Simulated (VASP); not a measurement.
# MgS (Fm-3m) in VASP: notebook

Runs on MgS. Level: PBE. Tasks: single point.

Program: VASP 6.6.1. These are calculated values, not measurements. Logs are shortened: lines on timing, memory, paths and dates and some standing lists are left out, and cuts for length are marked.

**1. The cell of the first run**

The structure is cubic, space group Fm-3m (No. 225). Conventional cell: a = 5.203 Å, b = 5.203 Å, c = 5.203 Å, α = 90.00°, β = 90.00°, γ = 90.00°. Mg (site symmetry m-3m) has 6 S at 2.60 Å within 3.4 Å. S (site symmetry m-3m) has 6 Mg at 2.60 Å within 3.4 Å.

**2. Single point, PBE**

INCAR reads:

```
ALGO = Normal ; EDIFF = 1E-6
ENCUT = 600 ; GGA = PE
GGA_COMPAT = F ; ISIF = 2
ISMEAR = 0 ; LASPH = T
LCHARG = F ; LREAL = F
LWAVE = F ; NBANDS = 11
NELM = 120 ; PREC = Accurate
SIGMA = 0.05
```

KPOINTS reads:

```
k-points
0
Gamma
  12 12 12
```

POSCAR reads:

```
MgS
1.0
    0.0000000000      2.6016508254      2.6016508254
    2.6016508254      0.0000000000      2.6016508254
    2.6016508254      2.6016508254      0.0000000000
Mg S
1 1
Direct
    0.0000000000      0.0000000000      0.0000000000
    0.5000000000      0.5000000000      0.5000000000
```

Potentials or basis: VASP PAW PBE potentials, release 64 (Mg, S).

The run is started by

```bash
$ cat potpaw_PBE.64/Mg/POTCAR potpaw_PBE.64/S/POTCAR > POTCAR
$ mpirun -np 1 vasp_std > vasp.out
```

OUTCAR:

```text
EDIFF = 1E-6
   ENCUT = 600
   GGA = PE
   ISIF = 2
   ISMEAR = 0
   LASPH = T
   LREAL = F
   NELM = 120
   PREC = Accurate

 ion  position               nearest neighbor table
   1  0.000  0.000  0.000-   2 2.60   2 2.60   2 2.60   2 2.60   2 2.60   2 2.60
   2  0.500  0.500  0.500-   1 2.60   1 2.60   1 2.60   1 2.60   1 2.60   1 2.60

  LATTYP: Found a face centered cubic cell.
 ALAT       =     5.2033016508

  Lattice vectors:

 A1 = (   0.0000000000,   2.6016508254,   2.6016508254)
 A2 = (   2.6016508254,   0.0000000000,   2.6016508254)
 A3 = (   2.6016508254,   2.6016508254,   0.0000000000)

Analysis of symmetry for initial positions (statically):
=====================================================================
 Subroutine PRICEL returns:
 Original cell was already a primitive cell.

 Routine SETGRP: Setting up the symmetry group for a
 face centered cubic supercell.

 Subroutine GETGRP returns: Found 48 space group operations
 (whereof 48 operations were pure point group operations)
 out of a pool of 48 trial point group operations.

The static configuration has the point symmetry O_h .

Analysis of symmetry for dynamics (positions and initial velocities):
=====================================================================
 Subroutine PRICEL returns:
 Original cell was already a primitive cell.

 Routine SETGRP: Setting up the symmetry group for a
 face centered cubic supercell.

 Subroutine GETGRP returns: Found 48 space group operations
 (whereof 48 operations were pure point group operations)
 out of a pool of 48 trial point group operations.

The dynamic configuration has the point symmetry O_h .

 Subroutine INISYM returns: Found 48 space group operations
 (whereof 48 operations are pure point group operations),
 and found     1 'primitive' translations

----------------------------------------------------------------------------------------

                                     Primitive cell

  volume of cell :      35.2190

  direct lattice vectors                    reciprocal lattice vectors
     0.000000000  2.601650825  2.601650825    -0.192185667  0.192185667  0.192185667
     2.601650825  0.000000000  2.601650825     0.192185667 -0.192185667  0.192185667
     2.601650825  2.601650825  0.000000000     0.192185667  0.192185667 -0.192185667

  length of vectors
     3.679289882  3.679289882  3.679289882     0.332875340  0.332875340  0.332875340

  position of ions in fractional coordinates (direct lattice)
     0.000000000  0.000000000  0.000000000
     0.500000000  0.500000000  0.500000000

  ion indices of the primitive-cell ions
   primitive index   ion index
                 1           1
                 2           2

----------------------------------------------------------------------------------------

 KPOINTS: k-points

Automatic generation of k-mesh.
 Grid dimensions read from file:
 generate k-points for:   12   12   12

 Generating k-lattice:

  Cartesian coordinates                     Fractional coordinates (reciprocal lattice)
    -0.016015472  0.016015472  0.016015472     0.083333333  0.000000000  0.000000000
     0.016015472 -0.016015472  0.016015472     0.000000000  0.083333333  0.000000000
     0.016015472  0.016015472 -0.016015472     0.000000000  0.000000000  0.083333333

  Length of vectors
     0.027739612  0.027739612  0.027739612

  Shift w.r.t. Gamma in fractional coordinates (k-lattice)
     0.000000000  0.000000000  0.000000000

 Subroutine IBZKPT returns following result:
 ===========================================

 Found     72 irreducible k-points:

 Following reciprocal coordinates:
            Coordinates               Weight
  0.000000  0.000000  0.000000      1.000000
  0.083333  0.000000  0.000000      8.000000
  0.166667  0.000000  0.000000      8.000000
  0.250000  0.000000  0.000000      8.000000
  0.333333  0.000000  0.000000      8.000000
  0.416667  0.000000  0.000000      8.000000
[... 16 lines left out ...]
  0.500000  0.166667  0.000000     24.000000
 -0.416667  0.166667  0.000000     24.000000
 [... further k-points ...]
   k-points           NKPTS =     72   k-points in BZ     NKDIM =     72   number of bands    NBANDS=     11
   number of dos      NEDOS =    301   number of ions     NIONS =      2
   total plane-waves  NPLWV =  27000
   dimension x,y,z NGX =    30 NGY =   30 NGZ =   30
   dimension x,y,z NGXF=    60 NGYF=   60 NGZF=   60
   ions per type =               1   1
   NGX,Y,Z   is equivalent  to a cutoff of  13.56, 13.56, 13.56 a.u.
   NGXF,Y,Z  is equivalent  to a cutoff of  27.11, 27.11, 27.11 a.u.
 SYSTEM =  unknown system
   PREC   = accura    normal or accurate (medium, high low for compatibility)
   ISTART =      0    job   : 0-new  1-cont  2-samecut
   ICHARG =      2    charge: 1-file 2-atom 10-const
   ISPIN  =      1    spin polarized calculation?
   LNONCOLLINEAR =      F non collinear calculations
   LSORBIT =      F    spin-orbit coupling
   LASPH  =      T    aspherical Exc in radial PAW
   ENCUT  =  600.0 eV  44.10 Ry    6.64 a.u.   7.35  7.35  7.35*2*pi/ulx,y,z
   NELM   =    120;   NELMIN=  2; NELMDL= -5     # of ELM steps
   EDIFF  = 0.1E-05   stopping-criterion for ELM
   LREAL  =      F    real-space projection
   EDIFFG = 0.1E-04   stopping-criterion for IOM
   NSW    =      0    number of steps for IOM
   IBRION =     -1    ionic relax: 0-MD 1-quasi-New 2-CG
   NFREE  =      0    steps in history (QN), initial steepest desc. (CG)
   ISIF   =      2    stress and relaxation
   ISYM   =      2    0-nonsym 1-usesym 2-fastsym
   POTIM  = 0.5000    time-step for ionic-motion
   TEBEG  =    0.0;   TEEND  =   0.0 temperature during run
   PSTRESS=    0.0 pullay stress
   NELECT =       8.0000    total number of electrons
   NUPDOWN=      -1.0000    fix difference up-down
   EMIN   =  10.00;   EMAX   =-10.00  energy-range for DOS
   EFERMI =   0.00;   METHOD = LEGACY
   ISMEAR =     0;   SIGMA  =   0.05  broadening in eV -4-tet -1-fermi 0-gaus
   EFERMI_NEDOS =   21; number of points for ismear=-14 and -15
   IALGO  =     38    algorithm
   IMIX   =      4    mixing-type and parameters
     AMIX     =   0.40;   BMIX     =  1.00
     AMIX_MAG =   1.60;   BMIX_MAG =  1.00
  volume/ion in A,a.u.               =      17.61       118.83
  Fermi-wavevector in a.u.,A,eV,Ry     =   0.998878  1.887606 13.575314  0.997757
  Thomas-Fermi vector in A             =   2.131131
   LORBIT       =      0    0 simple, 1 ext, 2 COOP (PROOUT), +10 PAW based schemes
   GGA     = PE    functional components
   LHFCALC =     F    Hartree Fock is set to
   AEXX    =    0.0000 exact exchange contribution
   IVDW    =     0    specifies the selected vdW correction
   LEPSILON=     F    determine dielectric tensor
   LRPA    =     F    only Hartree local field effects (RPA)
 non-spin polarized calculation
 Gauss-broadening in eV      SIGMA  =   0.05
  energy-cutoff  :      600.00
  volume of cell :       35.22
 maximum number of plane-waves:      1211
 NGX is ok and might be reduce to    30
   NGX = 15   NGY = 15   NGZ = 15

 number of electron       7.9999999 magnetization

 Free energy of the ion-electron system (eV)
  ---------------------------------------------------
  ext. energy  EPLUGINS =         0.00000000
  ---------------------------------------------------
  free energy    TOTEN  =        -8.50245306 eV

  energy without entropy =       -8.50245306  energy(sigma->0) =       -8.50245306

 E-fermi :   3.9218     XC(G=0):  -9.6883

 val. band max:        3.7246946135   @ k =   0.0000   0.0000   0.0000
 cond. band min:       6.5004196804   @ k =   0.5000   0.5000   0.0000
 fundamental gap:      2.7757250669
 Fermi energy:         3.9217738455

 k-point     1 :       0.0000    0.0000    0.0000
  band No.  band energies     occupation
      1      -8.9419      2.00000
      2       3.7247      2.00000
      3       3.7247      2.00000
      4       3.7247      2.00000
      5       7.4351      0.00000
      6      11.6794      0.00000
      7      11.6794      0.00000
      8      11.6794      0.00000
      9      14.0743      0.00000
     10      14.0743      0.00000
     11      16.2634      0.00000

 k-point     2 :       0.0833    0.0000    0.0000
  band No.  band energies     occupation
      1      -8.8739      2.00000
      2       3.1962      2.00000
      3       3.6777      2.00000
      4       3.6777      2.00000
      5       7.8706      0.00000
      6      11.4776      0.00000
      7      11.8161      0.00000
      8      11.8161      0.00000
      9      13.6908      0.00000
     10      13.6908      0.00000
     11      16.5993      0.00000

 k-point     3 :       0.1667    0.0000    0.0000
  band No.  band energies     occupation
      1      -8.6783      2.00000
      2       2.0969      2.00000
      3       3.5561      2.00000
      4       3.5561      2.00000
      5       8.5336      0.00000
      6      11.3826      0.00000
      7      11.9403      0.00000
      8      11.9403      0.00000
      9      13.3741      0.00000
     10      13.3741      0.00000
     11      16.1593      0.00000

 k-point     4 :       0.2500    0.0000    0.0000
  band No.  band energies     occupation
      1      -8.3824      2.00000
      2       0.9186      2.00000
      3       3.4036      2.00000
      4       3.4036      2.00000
      5       8.6852      0.00000
      6      11.5452      0.00000
      7      11.5452      0.00000
      8      12.0277      0.00000
      9      14.0162      0.00000
     10      14.0162      0.00000
     11      15.6159      0.00000
[... 239 lines left out ...]
 k-point    22 :       0.4167    0.1667    0.0000
  band No.  band energies     occupation
      1      -7.7757      2.00000
      2      -0.2092      2.00000
      3       2.4110      2.00000
      4       2.7776      2.00000
      5       8.8373      0.00000
      6      10.3040      0.00000
      7      12.0087      0.00000
      8      12.0426      0.00000
      9      15.6477      0.00000
     10      17.4346      0.00000
     11      17.5777      0.00000

 k-point    23 :       0.5000    0.1667    0.0000
  band No.  band energies     occupation
      1      -7.5588      2.00000
      2      -0.6934      2.00000
      3       2.1391      2.00000
      4       2.8060      2.00000
      5       8.8252      0.00000
      6      10.1981      0.00000
      7      11.6221      0.00000
      8      13.1534      0.00000
      9      15.9935      0.00000
     10      17.9010      0.00000
     11      18.1554      0.00000

 k-point    24 :      -0.4167    0.1667    0.0000
  band No.  band energies     occupation
      1      -7.5255      2.00000
      2      -0.7591      2.00000
      3       1.9700      2.00000
      4       2.9225      2.00000
      5       9.0108      0.00000
      6      10.1787      0.00000
      7      11.3741      0.00000
      8      13.7109      0.00000
      9      16.3649      0.00000
     10      16.5747      0.00000
     11      17.6201      0.00000

 [... further k-points ...]
[... 5 lines left out ...]
  --------------------------------------------------------------------------------------
  -------------------------------------------------------------------------------------
  Total        0.1939406      0.1939406      0.1939406     -0.0000000      0.0000000     -0.0000000
  in kB        8.8227141      8.8227141      8.8227141     -0.0000000      0.0000000     -0.0000000
  external PRESSURE =       8.8227141 kB  Pullay stress =       0.0000000 kB

 VOLUME and BASIS-vectors are now :
 -----------------------------------------------------------------------------
  energy-cutoff  :      600.00
  volume of cell :       35.22
      direct lattice vectors                 reciprocal lattice vectors
     0.000000000  2.601650825  2.601650825    -0.192185667  0.192185667  0.192185667
     2.601650825  0.000000000  2.601650825     0.192185667 -0.192185667  0.192185667
     2.601650825  2.601650825  0.000000000     0.192185667  0.192185667 -0.192185667

 POSITION                                       TOTAL-FORCE (eV/Angst)
 -----------------------------------------------------------------------------------
      0.00000      0.00000      0.00000        -0.000000     -0.000000     -0.000000
      2.60165      2.60165      2.60165         0.000000      0.000000      0.000000
 -----------------------------------------------------------------------------------
    total drift:                               -0.000000     -0.000000      0.000000

  FREE ENERGIE OF THE ION-ELECTRON SYSTEM (eV)
  ---------------------------------------------------
  free  energy   TOTEN  =        -8.5024530553 eV

  energy  without entropy=       -8.5024530553  energy(sigma->0) =       -8.50245306
```

Wall time 15 s (1 thread of Intel Xeon 6975P-C (Granite Rapids), shared host); peak memory 0.19 GiB.

What came out:

- Free energy: -8.5025 eV
- Pressure: 0.9 GPa
- Band gap on the k mesh: 2.78 eV, indirect (least direct gap 3.71 eV)

Levels at points of the mesh, in eV from the valence-band top:
```tsv
k point	band 1	band 2	band 3	band 4	band 5	band 6	band 7	band 8	band 9
(0.00, 0.00, 0.00)	-12.67	0.00	0.00	0.00	3.71	7.95	7.95	7.95	10.35
(0.50, 0.00, 0.00)	-11.36	-4.83	-0.59	-0.59	4.55	6.91	6.91	10.11	12.15
(0.50, 0.50, 0.00)	-10.99	-4.19	-1.68	-1.68	2.78	4.40	12.00	12.82	13.37
```

**3. Single point, PBE**

INCAR reads:

```
SYSTEM = MgS
  PREC = Accurate
  ENCUT = 600
  EDIFF = 1E-6
  ISMEAR = 0
  SIGMA = 0.05
  LREAL = .False.
  LASPH = .True.
  NELM = 120
  ALGO = Normal
  ISIF = 2
  LWAVE = .False.
  LCHARG = .True.
  GGA = PE
  LELF = .True.
  LVHAR = .True.
  NBANDS = 11
  GGA_COMPAT = .False.
```

KPOINTS reads:

```
Automatic mesh
0
Gamma
  12 12 12
  0 0 0
```

POSCAR is that of step 2.

Potentials or basis: VASP PAW PBE potentials, release 64 (Mg, S).

The run is started by

```bash
$ cat potpaw_PBE.64/Mg/POTCAR potpaw_PBE.64/S/POTCAR > POTCAR
$ mpirun -np 1 vasp_std > vasp.out
```

Wall time 16 s (1 thread of Intel Xeon 6975P-C (Granite Rapids), shared host); peak memory 0.19 GiB.

It converged, with:

| Quantity | Value |
| --- | --- |
| Free energy | -8.5025 eV |
| Pressure | 0.9 GPa |
| Band gap on the k mesh | 2.78 eV, indirect (least direct gap 3.71 eV) |

Levels at points of the mesh, in eV from the valence-band top:
```csv
k point,band 1,band 2,band 3,band 4,band 5,band 6,band 7,band 8
"(0.00, 0.00, 0.00)",-12.67,0.00,0.00,0.00,3.71,7.95,7.95,7.95
"(0.50, 0.00, 0.00)",-11.36,-4.83,-0.59,-0.59,4.55,6.91,6.91,10.11
"(0.50, 0.50, 0.00)",-10.99,-4.19,-1.68,-1.68,2.78,4.40,12.00,12.82
```
